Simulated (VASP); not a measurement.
Here is a VASP 6.6.1 calculation.

Contents of INCAR:

```
ALGO = Normal
EDIFF = 1E-6
ENCUT = 500
GGA_COMPAT = F
ISIF = 2
ISMEAR = -1
LASPH = T
LCHARG = T
LELF = T
LREAL = F
LVHAR = T
LWAVE = F
NBANDS = 12
NELM = 120
PREC = Accurate
SIGMA = 0.05
```

KPOINTS

```
k-points
0
Gamma
  10 10 10
```

Contents of POSCAR:

```
Zr
1.0
   -1.8219871043      1.8219871043      1.8219871043
    1.8219871043     -1.8219871043      1.8219871043
    1.8219871043      1.8219871043     -1.8219871043
Zr
1
Direct
    0.0000000000      0.0000000000      0.0000000000
```

Potentials or basis: VASP PAW LDA potentials, release 64 (Zr_sv).

Run with:

```console
$ cat potpaw_LDA.64/Zr_sv/POTCAR > POTCAR
$ mpirun -np 1 vasp_std > vasp.out
```

(1) Predict the band gap on the k mesh.

(2) Predict the pressure.

## Answers

(1) zero (band 6 reaches 9.16 eV, above the bottom of band 7 at 7.43 eV).

(2) -10.9 GPa.
